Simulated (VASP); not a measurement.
# WS (P6_3/mmc) in VASP: single point with PBE

Aim: the single point of WS with PBE.

All numbers are computed with VASP 6.6.1; they aren't measurements. Logs are shortened: lines on timing, memory, paths and dates and some standing lists are left out, and cuts for length are marked.

## Step 1: The cell of the first run

The structure is hexagonal, space group P6_3/mmc (No. 194). Conventional cell: a = 3.151 Å, b = 3.151 Å, c = 6.759 Å, α = 90.00°, β = 90.00°, γ = 120.00°. W (site symmetry -3m) has 6 S at 2.48 Å and 8 W at 3.15 to 3.38 Å within 3.4 Å. S (site symmetry -6m2) has 6 W at 2.48 Å and 6 S at 3.15 Å within 3.3 Å.

## Step 2: Single point, PBE, collinear spin

Input file INCAR:

```
ALGO = Normal
EDIFF = 1E-6
ENCUT = 520
GGA = PE
ISIF = 2
ISMEAR = 0
ISPIN = 2
LASPH = True
LCHARG = False
LMAXMIX = 4
LORBIT = 11
LREAL = False
LWAVE = False
MAGMOM = 2.5 2.5 0 0
NBANDS = 32
NELM = 150
PREC = Accurate
SIGMA = 0.1
```

Input file KPOINTS:

```
k-points
0
Gamma
  12 12 8
```

Input file POSCAR:

```
WS
1.0
    3.1510673563      0.0000000000      0.0000000000
   -1.5755336781      2.7289043796      0.0000000000
    0.0000000000      0.0000000000      6.7594819029
W S
2 2
Direct
    0.0000000000      0.0000000000      0.0000000000
    0.0000000000      0.0000000000      0.5000000000
    0.3333333333      0.6666666667      0.2500000000
    0.6666666667      0.3333333333      0.7500000000
```

Potentials or basis: VASP PAW PBE potentials, release 64 (W_sv, S).

The run is started by

```bash
$ cat potpaw_PBE.64/W_sv/POTCAR potpaw_PBE.64/S/POTCAR > POTCAR
$ mpirun -np 1 vasp_std > vasp.out
```

OUTCAR:

```text
EDIFF = 1E-6
   ENCUT = 520
   GGA = PE
   ISIF = 2
   ISMEAR = 0
   ISPIN = 2
   LASPH = True
   LORBIT = 11
   LREAL = False
   NELM = 150
   PREC = Accurate

 ion  position               nearest neighbor table
   1  0.000  0.000  0.000-   3 2.48   4 2.48   3 2.48   4 2.48   4 2.48   3 2.48   2 3.38   2 3.38

   2  0.000  0.000  0.500-   3 2.48   4 2.48   3 2.48   4 2.48   4 2.48   3 2.48   1 3.38   1 3.38

   3  0.333  0.667  0.250-   1 2.48   2 2.48   1 2.48   2 2.48   1 2.48   2 2.48
   4  0.667  0.333  0.750-   1 2.48   2 2.48   1 2.48   2 2.48   1 2.48   2 2.48

  LATTYP: Found a hexagonal cell.
 ALAT       =     3.1510673563
 C/A-ratio  =     2.1451404044

  Lattice vectors:

 A1 = (   3.1510673563,   0.0000000000,   0.0000000000)
 A2 = (  -1.5755336781,   2.7289043796,   0.0000000000)
 A3 = (   0.0000000000,   0.0000000000,   6.7594819029)

Analysis of symmetry for initial positions (statically):
=====================================================================
 Subroutine PRICEL returns:
 Original cell was already a primitive cell.

 Routine SETGRP: Setting up the symmetry group for a
 hexagonal supercell.

 Subroutine GETGRP returns: Found 24 space group operations
 (whereof 12 operations were pure point group operations)
 out of a pool of 24 trial point group operations.

The static configuration has the point symmetry D_3d.
 The point group associated with its full space group is D_6h.

Analysis of symmetry for dynamics (positions and initial velocities):
=====================================================================
 Subroutine PRICEL returns:
 Original cell was already a primitive cell.

 Routine SETGRP: Setting up the symmetry group for a
 hexagonal supercell.

 Subroutine GETGRP returns: Found 24 space group operations
 (whereof 12 operations were pure point group operations)
 out of a pool of 24 trial point group operations.

The dynamic configuration has the point symmetry D_3d.
 The point group associated with its full space group is D_6h.

Analysis of structural, dynamic, and magnetic symmetry:
=====================================================================
 Subroutine PRICEL returns:
 Original cell was already a primitive cell.

 Routine SETGRP: Setting up the symmetry group for a
 hexagonal supercell.

 Subroutine GETGRP returns: Found 24 space group operations
 (whereof 12 operations were pure point group operations)
 out of a pool of 24 trial point group operations.

The overall configuration has the point symmetry D_3d.
 The point group associated with its full space group is D_6h.

 Subroutine INISYM returns: Found 24 space group operations
 (whereof 12 operations are pure point group operations),
 and found     1 'primitive' translations

----------------------------------------------------------------------------------------

                                     Primitive cell

  volume of cell :      58.1245

  direct lattice vectors                    reciprocal lattice vectors
     3.151067356  0.000000000  0.000000000     0.317352785  0.183223716  0.000000000
    -1.575533678  2.728904380  0.000000000     0.000000000  0.366447431  0.000000000
     0.000000000  0.000000000  6.759481903     0.000000000  0.000000000  0.147940332

  length of vectors
     3.151067356  3.151067356  6.759481903     0.366447431  0.366447431  0.147940332

  position of ions in fractional coordinates (direct lattice)
     0.000000000  0.000000000  0.000000000
     0.000000000  0.000000000  0.500000000
     0.333333333  0.666666667  0.250000000
     0.666666667  0.333333333  0.750000000

  ion indices of the primitive-cell ions
   primitive index   ion index
                 1           1
                 2           2
                 3           3
                 4           4

----------------------------------------------------------------------------------------

 KPOINTS: k-points

Automatic generation of k-mesh.
 Grid dimensions read from file:
 generate k-points for:   12   12    8

 Generating k-lattice:

  Cartesian coordinates                     Fractional coordinates (reciprocal lattice)
     0.026446065  0.015268643  0.000000000     0.083333333  0.000000000  0.000000000
     0.000000000  0.030537286  0.000000000     0.000000000  0.083333333  0.000000000
     0.000000000  0.000000000  0.018492542     0.000000000  0.000000000  0.125000000

  Length of vectors
     0.030537286  0.030537286  0.018492542

  Shift w.r.t. Gamma in fractional coordinates (k-lattice)
     0.000000000  0.000000000  0.000000000

 Subroutine IBZKPT returns following result:
 ===========================================

 Found     95 irreducible k-points:

 Following reciprocal coordinates:
            Coordinates               Weight
  0.000000  0.000000  0.000000      1.000000
  0.083333  0.000000  0.000000      6.000000
  0.166667  0.000000  0.000000      6.000000
  0.250000  0.000000  0.000000      6.000000
  0.333333  0.000000  0.000000      6.000000
  0.416667  0.000000  0.000000      6.000000
[... 16 lines left out ...]
  0.250000  0.000000  0.125000     12.000000
  0.333333  0.000000  0.125000     12.000000
 [... further k-points ...]
   k-points           NKPTS =     95   k-points in BZ     NKDIM =     95   number of bands    NBANDS=     32
   number of dos      NEDOS =    301   number of ions     NIONS =      4
   total plane-waves  NPLWV =  28800
   dimension x,y,z NGX =    24 NGY =   24 NGZ =   50
   dimension x,y,z NGXF=    48 NGYF=   48 NGZF=  100
   ions per type =               2   2
   NGX,Y,Z   is equivalent  to a cutoff of  12.66, 12.66, 12.30 a.u.
   NGXF,Y,Z  is equivalent  to a cutoff of  25.32, 25.32, 24.59 a.u.
 SYSTEM =  unknown system
   PREC   = accura    normal or accurate (medium, high low for compatibility)
   ISTART =      0    job   : 0-new  1-cont  2-samecut
   ICHARG =      2    charge: 1-file 2-atom 10-const
   ISPIN  =      2    spin polarized calculation?
   LNONCOLLINEAR =      F non collinear calculations
   LSORBIT =      F    spin-orbit coupling
   LASPH  =      T    aspherical Exc in radial PAW
   ENCUT  =  520.0 eV  38.22 Ry    6.18 a.u.   5.86  5.86 12.57*2*pi/ulx,y,z
   NELM   =    150;   NELMIN=  2; NELMDL= -5     # of ELM steps
   EDIFF  = 0.1E-05   stopping-criterion for ELM
   LREAL  =      F    real-space projection
   EDIFFG = 0.1E-04   stopping-criterion for IOM
   NSW    =      0    number of steps for IOM
   IBRION =     -1    ionic relax: 0-MD 1-quasi-New 2-CG
   NFREE  =      0    steps in history (QN), initial steepest desc. (CG)
   ISIF   =      2    stress and relaxation
   ISYM   =      2    0-nonsym 1-usesym 2-fastsym
   POTIM  = 0.5000    time-step for ionic-motion
   TEBEG  =    0.0;   TEEND  =   0.0 temperature during run
   PSTRESS=    0.0 pullay stress
   NELECT =      40.0000    total number of electrons
   NUPDOWN=      -1.0000    fix difference up-down
   EMIN   =  10.00;   EMAX   =-10.00  energy-range for DOS
   EFERMI =   0.00;   METHOD = LEGACY
   ISMEAR =     0;   SIGMA  =   0.10  broadening in eV -4-tet -1-fermi 0-gaus
   EFERMI_NEDOS =   21; number of points for ismear=-14 and -15
   IALGO  =     38    algorithm
   IMIX   =      4    mixing-type and parameters
     AMIX     =   0.40;   BMIX     =  1.00
     AMIX_MAG =   1.60;   BMIX_MAG =  1.00
  volume/ion in A,a.u.               =      14.53        98.06
  Fermi-wavevector in a.u.,A,eV,Ry     =   1.445357  2.731328 28.423330  2.089056
  Thomas-Fermi vector in A             =   2.563548
   LORBIT       =     11    0 simple, 1 ext, 2 COOP (PROOUT), +10 PAW based schemes
   GGA     = PE    functional components
   LHFCALC =     F    Hartree Fock is set to
   AEXX    =    0.0000 exact exchange contribution
   IVDW    =     0    specifies the selected vdW correction
   LEPSILON=     F    determine dielectric tensor
   LRPA    =     F    only Hartree local field effects (RPA)
 spin polarized calculation
 Gauss-broadening in eV      SIGMA  =   0.10
  energy-cutoff  :      520.00
  volume of cell :       58.12
 maximum number of plane-waves:      1582
 NGX is ok and might be reduce to    24
   NGX = 11   NGY = 11   NGZ = 25

 number of electron      39.9999994 magnetization      -0.0039456

 number of electron      39.9999994 magnetization       0.0008684

 Free energy of the ion-electron system (eV)
  ---------------------------------------------------
  ext. energy  EPLUGINS =         0.00000000
  ---------------------------------------------------
  free energy    TOTEN  =       -33.70634647 eV

  energy without entropy =      -33.69604928  energy(sigma->0) =      -33.70119788

 E-fermi :  11.9740     XC(G=0): -12.7899

 val. band max:       11.9414703072   @ k =   0.1667   0.0000   0.0000
 cond. band min:      11.9901563044   @ k =   0.2500   0.2500   0.3750
 fundamental gap:      0.0486859972
 Fermi energy:        11.9740253029

 spin component 1

 k-point     1 :       0.0000    0.0000    0.0000
  band No.  band energies     occupation
      1     -62.8870      1.00000
      2     -62.8831      1.00000
      3     -27.4215      1.00000
      4     -27.2649      1.00000
      5     -26.9163      1.00000
      6     -26.9163      1.00000
[... 829 lines left out ...]
     31      21.0418      0.00000
     32      21.3407      0.00000

 [... further k-points ...]

 spin component 2

 k-point     1 :       0.0000    0.0000    0.0000
  band No.  band energies     occupation
      1     -62.8869      1.00000
      2     -62.8829      1.00000
      3     -27.4213      1.00000
      4     -27.2647      1.00000
      5     -26.9161      1.00000
      6     -26.9161      1.00000
[... 829 lines left out ...]
     31      21.0421      0.00000
     32      21.3408      0.00000

 [... further k-points ...]

------------------------ aborting loop because EDIFF is reached ----------------------------------------

  FORCE on cell =-STRESS in cart. coord.  units (eV):
  Direction    XX          YY          ZZ          XY          YZ          ZX
  --------------------------------------------------------------------------------------
  -------------------------------------------------------------------------------------
  Total        0.0735247      0.0735247      0.1684621      0.0000000      0.0000000      0.0000000
  in kB        2.0266778      2.0266778      4.6435853      0.0000000      0.0000000      0.0000000
  external PRESSURE =       2.8989803 kB  Pullay stress =       0.0000000 kB

 VOLUME and BASIS-vectors are now :
 -----------------------------------------------------------------------------
  energy-cutoff  :      520.00
  volume of cell :       58.12
      direct lattice vectors                 reciprocal lattice vectors
     3.151067356  0.000000000  0.000000000     0.317352785  0.183223716  0.000000000
    -1.575533678  2.728904380  0.000000000     0.000000000  0.366447431  0.000000000
     0.000000000  0.000000000  6.759481903     0.000000000  0.000000000  0.147940332

 POSITION                                       TOTAL-FORCE (eV/Angst)
 -----------------------------------------------------------------------------------
      0.00000      0.00000      0.00000         0.000000     -0.000000     -0.000000
      0.00000      0.00000      3.37974         0.000000     -0.000000     -0.000000
     -0.00000      1.81927      1.68987         0.000000      0.000000      0.000000
      1.57553      0.90963      5.06961        -0.000000     -0.000000      0.000000
 -----------------------------------------------------------------------------------
    total drift:                               -0.000000      0.000000      0.000000

  FREE ENERGIE OF THE ION-ELECTRON SYSTEM (eV)
  ---------------------------------------------------
  free  energy   TOTEN  =       -33.7063464694 eV

  energy  without entropy=      -33.6960492836  energy(sigma->0) =      -33.70119788

 total charge

# of ion       s       p       d       tot
------------------------------------------
    1        2.269   6.230   3.509  12.009
    2        2.269   6.230   3.509  12.009
    3        1.309   2.401   0.000   3.710
    4        1.309   2.401   0.000   3.710
--------------------------------------------------
tot          7.156  17.263   7.019  31.438

 magnetization (x)

# of ion       s       p       d       tot
------------------------------------------
    1        0.000   0.000   0.000   0.000
    2        0.000   0.000   0.000   0.000
    3        0.000  -0.000   0.000  -0.000
    4        0.000  -0.000   0.000  -0.000
--------------------------------------------------
tot          0.000  -0.000   0.000   0.000
```

Run time: 94 s. Hardware: 1 thread of Intel Xeon 6975P-C (Granite Rapids), shared host; peak memory 0.36 GiB.

What came out:

| Item | Value |
| --- | --- |
| Free energy | -33.7063 eV |
| Pressure | 0.3 GPa |
| Band gap on the k mesh | zero (filled and empty bands overlap) |
| Net moment | 0.00 μB per cell |
| Valence electrons inside the program's atomic spheres | W 12.01; S 3.71 |

Stress tensor (GPa, compression positive):
```
0.20 0.00 0.00
0.00 0.20 0.00
0.00 0.00 0.46
```

Caveat: spin-orbit coupling is left out, which moves the levels of the heavy elements.
